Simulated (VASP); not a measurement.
# Mo4C in VASP: a series of runs, part 2 of 2

VASP 6.6.1. Earlier steps stand in the parts before.

### 3 Single point, LDA

INCAR reads:

```
SYSTEM = Mo4C
PREC = Accurate ; ENCUT = 520
EDIFF = 1E-7 ; ISMEAR = 0
SIGMA = 0.1 ; LREAL = .FALSE.
LASPH = .TRUE. ; NELM = 100
ALGO = Normal ; ISIF = 2
LWAVE = .FALSE. ; LCHARG = .FALSE.
LDIPOL = .TRUE. ; IDIPOL = 3
DIPOL = 0.5 0.5 0.336 ; NBANDS = 38
```

KPOINTS reads:

```
regular mesh
0
G
  9 9 1
  0 0 0
```

POSCAR reads:

```
Mo4C
1.0
    3.1111816891      0.0000000000      0.0000000000
    0.0000000000      3.1111816891      0.0000000000
    0.0000000000      0.0000000000     21.5098172784
Mo C
4 1
Direct
    0.5000000000      0.5000000000      0.1859615983
    0.0000000000      0.0000000000      0.2582816382
    0.5000000000      0.5000000000      0.3325055024
    0.0000000000      0.0000000000      0.3956248056
    0.2500000000      0.2500000000      0.5095262845
```

Potentials or basis: VASP PAW LDA potentials, release 64 (Mo_sv, C).

Started as:

```sh
cat potpaw_LDA.64/Mo_sv/POTCAR potpaw_LDA.64/C/POTCAR > POTCAR
mpirun -np 1 vasp_std > vasp.out
```

OUTCAR:

```text
SYSTEM = Mo4C
   PREC = Accurate
   ENCUT = 520
   EDIFF = 1E-7
   ISMEAR = 0
   LREAL = .FALSE.
   LASPH = .TRUE.
   NELM = 100
   ISIF = 2

 ion  position               nearest neighbor table
   1  0.500  0.500  0.186-   2 2.69   2 2.69   2 2.69   2 2.69   3 3.15
   2  0.000  0.000  0.258-   1 2.69   1 2.69   1 2.69   1 2.69   3 2.72   3 2.72   3 2.72   3 2.72
                             4 2.95
   3  0.500  0.500  0.333-   4 2.59   4 2.59   4 2.59   4 2.59   2 2.72   2 2.72   2 2.72   2 2.72
                             1 3.15
   4  0.000  0.000  0.396-   3 2.59   3 2.59   3 2.59   3 2.59   5 2.69   2 2.95
   5  0.250  0.250  0.510-   4 2.69

  LATTYP: Found a simple tetragonal cell.
 ALAT       =     3.1111816891
 C/A-ratio  =     6.9137129965

  Lattice vectors:

 A1 = (   3.1111816891,   0.0000000000,   0.0000000000)
 A2 = (   0.0000000000,   3.1111816891,   0.0000000000)
 A3 = (   0.0000000000,   0.0000000000,  21.5098172784)

Analysis of symmetry for initial positions (statically):
=====================================================================
 Subroutine PRICEL returns:
 Original cell was already a primitive cell.

 Routine SETGRP: Setting up the symmetry group for a
 simple tetragonal supercell.

 Subroutine GETGRP returns: Found  2 space group operations
 (whereof  2 operations were pure point group operations)
 out of a pool of 16 trial point group operations.

The static configuration has the point symmetry C_1h.

Analysis of symmetry for dynamics (positions and initial velocities):
=====================================================================
 Subroutine PRICEL returns:
 Original cell was already a primitive cell.

[... 133 lines left out ...]
  volume/ion in A,a.u.               =      41.64       281.00
  Fermi-wavevector in a.u.,A,eV,Ry     =   1.081341  2.043439 15.909276  1.169299
  Thomas-Fermi vector in A             =   2.217355
   LORBIT       =      0    0 simple, 1 ext, 2 COOP (PROOUT), +10 PAW based schemes
   GGA     = CA    functional components
   LHFCALC =     F    Hartree Fock is set to
   AEXX    =    0.0000 exact exchange contribution
   IVDW    =     0    specifies the selected vdW correction
   LEPSILON=     F    determine dielectric tensor
   LRPA    =     F    only Hartree local field effects (RPA)
 non-spin polarized calculation
 Gauss-broadening in eV      SIGMA  =   0.10
  energy-cutoff  :      520.00
  volume of cell :      208.20
 maximum number of plane-waves:      5636
   NGX = 11   NGY = 11   NGZ = 79

 dipolmoment           0.000000      0.000000     -0.445227 electrons x Angstroem

 number of electron      59.9999987 magnetization

 dipolmoment           0.000000      0.000000      0.141457 electrons x Angstroem

 Free energy of the ion-electron system (eV)
  ---------------------------------------------------
  ext. energy  EPLUGINS =         0.00000000
  ---------------------------------------------------
  free energy    TOTEN  =       -47.99926300 eV

  energy without entropy =      -47.96302658  energy(sigma->0) =      -47.98114479

 E-fermi :   0.2886     XC(G=0):  -5.8235

 val. band max:        0.2786611577   @ k =  -0.2222   0.2222   0.0000
 cond. band min:       0.3107139604   @ k =  -0.2222   0.3333   0.0000
 fundamental gap:      0.0320528027
 Fermi energy:         0.2885835901

 k-point     1 :       0.0000    0.0000    0.0000
  band No.  band energies     occupation
      1     -60.2859      2.00000
      2     -60.0964      2.00000
      3     -59.8449      2.00000
      4     -59.7404      2.00000
      5     -34.7376      2.00000
      6     -34.7143      2.00000
[... 973 lines left out ...]
     37       2.9968      0.00000
     38       3.1194      0.00000

 [... further k-points ...]

------------------------ aborting loop because EDIFF is reached ----------------------------------------

 vacuum level on the upper side and lower side of the slab       (xc-potential included)         1.189        -1.391

  FORCE on cell =-STRESS in cart. coord.  units (eV):
  Direction    XX          YY          ZZ          XY          YZ          ZX
  --------------------------------------------------------------------------------------
  -------------------------------------------------------------------------------------
  Total       -7.6971102     -7.6971102     -8.5082809     -0.1145082     -0.6642589     -0.6642590
  in kB      -59.2312392    -59.2312392    -65.4734060     -0.8811698     -5.1116427     -5.1116434
  external PRESSURE =     -61.3119615 kB  Pullay stress =       0.0000000 kB

 VOLUME and BASIS-vectors are now :
 -----------------------------------------------------------------------------
  energy-cutoff  :      520.00
  volume of cell :      208.20
      direct lattice vectors                 reciprocal lattice vectors
     3.111181689  0.000000000  0.000000000     0.321421280  0.000000000  0.000000000
     0.000000000  3.111181689  0.000000000     0.000000000  0.321421280  0.000000000
     0.000000000  0.000000000 21.509817278     0.000000000  0.000000000  0.046490400

 POSITION                                       TOTAL-FORCE (eV/Angst)
 -----------------------------------------------------------------------------------
      1.55559      1.55559      4.00000         0.012664      0.012664      1.759596
      0.00000      0.00000      5.55559         0.073377      0.073377     -1.834583
      1.55559      1.55559      7.15213        -0.230246     -0.230246     -0.585457
      0.00000      0.00000      8.50982         0.431046      0.431046      3.420713
      0.77780      0.77780     10.95982        -0.286841     -0.286841     -2.760269
 -----------------------------------------------------------------------------------
    total drift:                               -0.000003     -0.000003      0.000208

  FREE ENERGIE OF THE ION-ELECTRON SYSTEM (eV)
  ---------------------------------------------------
  free  energy   TOTEN  =       -47.9992630014 eV

  energy  without entropy=      -47.9630265756  energy(sigma->0) =      -47.98114479

 vacuum level on the upper side and lower side of the slab         7.035         4.372
```

OSZICAR:

```text
N       E                     dE             d eps       ncg     rms          rms(c)
DAV:   1     0.630390946065E+03    0.63039E+03   -0.36735E+04  2420   0.141E+03
DAV:   2    -0.282641753985E+02   -0.65866E+03   -0.64188E+03  2154   0.433E+02
DAV:   3    -0.513841105519E+02   -0.23120E+02   -0.22151E+02  2526   0.728E+01
[... 25 lines left out ...]
DAV:  29    -0.479992618016E+02   -0.84508E-06   -0.66594E-08  1530   0.973E-04    0.436E-04
DAV:  30    -0.479992623853E+02   -0.58369E-06   -0.18724E-08  1428   0.560E-04    0.494E-04
DAV:  31    -0.479992627415E+02   -0.35624E-06   -0.20303E-08  1392   0.509E-04    0.288E-04
DAV:  32    -0.479992629337E+02   -0.19219E-06   -0.11656E-08  1312   0.402E-04    0.154E-04
DAV:  33    -0.479992630014E+02   -0.67716E-07   -0.29620E-09  1220   0.218E-04
   1 F= -.47999263E+02 E0= -.47981145E+02  d E =-.362364E-01
```

stdout:

```text
POSCAR found type information on POSCAR MoC
 POSCAR found :  2 types and       5 ions
 scaLAPACK will be used
 LDA part: xc-table for (Slater(with rela. corr.)+CA(PZ))
 , standard interpolation
 POSCAR, INCAR and KPOINTS ok, starting setup
 FFT: planning ... GRIDC
 FFT: planning ... GRID_SOFT
 FFT: planning ... GRID
 WAVECAR not read
 entering main loop
```

It took 5.3 min on 1 thread of Intel Xeon Platinum 8488C (Sapphire Rapids), shared host; peak memory 0.33 GiB.

Results:

- Free energy: -47.9993 eV
- Largest force: 3.475 eV/Å
- Band gap on the k mesh: zero (bands 30 and 31 overlap by 0.87 eV)

Forces in eV/Å, atoms in the order of the input:
```
Mo   0.013  0.013  1.760
Mo   0.073  0.073 -1.835
Mo  -0.230 -0.230 -0.585
Mo   0.431  0.431  3.421
C   -0.287 -0.287 -2.760
```

### 4 Single point, LDA

INCAR reads:

```
SYSTEM = Mo4C
ALGO = Normal ; DIPOL = 0.5 0.5 0.345
EDIFF = 1E-6 ; ENCUT = 520
GGA = CA ; IDIPOL = 3
ISIF = 2 ; ISMEAR = 0
LASPH = .True. ; LCHARG = .False.
LDIPOL = .True. ; LREAL = .False.
LWAVE = .False. ; NBANDS = 38
NELM = 100 ; PREC = Accurate
SIGMA = 0.1
```

KPOINTS reads:

```
k-points
0
Gamma
  9 9 1
  0 0 0
```

POSCAR, as its differences from that of step 3:

```diff
@@ -12,2 +12,2 @@
     0.0000000000      0.0000000000      0.3956248056
-    0.2500000000      0.2500000000      0.5095262845
+    0.2500000000      0.2500000000      0.5513676441
```

Started as:

```sh
cat potpaw_LDA.64/Mo_sv/POTCAR potpaw_LDA.64/C/POTCAR > POTCAR
mpirun -np 1 vasp_std > vasp.out
```

Wall time 6.1 min (1 thread of Intel Xeon Platinum 8488C (Sapphire Rapids), shared host); peak memory 0.33 GiB.

Results (log left out):

| Quantity | Value |
| --- | --- |
| Free energy | -46.4048 eV |
| Largest force | 1.781 eV/Å |
| Band gap on the k mesh | zero (bands 30 and 31 overlap by 0.95 eV) |

Forces on the atoms (eV/Å):
```
Mo   0.032  0.032  1.686
Mo  -0.007 -0.007 -1.781
Mo  -0.064 -0.064 -0.342
Mo   0.050  0.050  1.412
C   -0.011 -0.011 -0.975
```

Levels at points of the mesh, in eV from the Fermi level:
| k point | band 28 | band 29 | band 30 | band 31 | band 32 | band 33 |
| --- | --- | --- | --- | --- | --- | --- |
| (0.00, 0.00, 0.00) | -0.79 | -0.30 | -0.30 | -0.06 | 0.52 | 1.05 |

### 5 Overview

| cell | gap on the mesh (eV) | largest force (eV/Å) |
| --- | --- | --- |
| as given, atomic positions A | none | 2.99 |
| as given, atomic positions B | none | 3.47 |
| as given, atomic positions C | none | 1.78 |

Alike in all rows: task single point; level LDA; potentials or basis VASP PAW LDA potentials, release 64 (Mo_sv, C); no spin polarisation; k mesh 9 × 9 × 1; cutoff (eV) 520; smearing gaussian 0.1 eV.

Absolute energies hang on the potentials; compare differences alone.

The gap in the log of VASP goes by the Fermi energy; the results here count the filled bands.